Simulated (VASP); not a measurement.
Wanted: the native input for a VASP 6.6.1 run.

| Quantity | Value |
| --- | --- |
| Task | single point |
| Functional | PBE |
| Potentials or basis | VASP PAW PBE potentials, release 64 (Ga_d, P) |
| Cutoff | 500 eV |
| k mesh | 7 × 7 × 4 |
| Occupations | gaussian, width 0.2 eV |
| Spin | no spin polarisation |
| Dipole correction | no |
| Further INCAR settings | ALGO = Normal; EDIFF = 1e-06; NBANDS = 16 |

The structure of GaP lies in POSCAR:

```
GaP
1.0
    2.5655057709      0.0000000000      0.0000000000
    0.0000000000      2.5655057709      0.0000000000
    0.0000000000      0.0000000000      5.2795933967
Ga P
1 1
Direct
    0.0000000000      0.0000000000      0.9218069973
    0.0000000000      0.0000000000      0.4224963027
```

The input as run:

INCAR

```
SYSTEM = GaP
ALGO     = Normal         ! electronic algorithm
EDIFF    = 1E-6           ! SCF threshold, eV
ENCUT    = 500            ! plane-wave cutoff, eV
GGA      = PE             ! functional
GGA_COMPAT= .False.      
ISIF     = 2              ! what is computed and relaxed
ISMEAR   = 0              ! smearing method
LASPH    = .True.         ! aspherical terms in the spheres
LCHARG   = .True.         ! write CHGCAR
LELF     = .True.         ! ELF
LREAL    = .False.        ! projectors in reciprocal space
LVHAR    = .True.       
LWAVE    = .False.        ! write WAVECAR
NBANDS   = 16             ! bands
NELM     = 120            ! most SCF steps
PREC     = Accurate       ! precision mode
SIGMA    = 0.2            ! smearing width, eV
```

KPOINTS

```
k-points
0
Gamma
  7 7 4
  0 0 0
```

Potentials or basis: VASP PAW PBE potentials, release 64 (Ga_d, P).

The run is started by

```bash
$ cat potpaw_PBE.64/Ga_d/POTCAR potpaw_PBE.64/P/POTCAR > POTCAR
$ mpirun -np 1 vasp_std > vasp.out
```

It gave:

```json
{
  "Pressure": "-0.2 GPa",
  "Largest force": "0.010 eV/Å",
  "Band gap on the k mesh": "zero (band 9 reaches 11.79 eV, above the bottom of band 10 at 5.76 eV)"
}
```

It took 24 s on 1 thread of AMD EPYC 7R13 (shared host), peak memory 0.12 GiB.
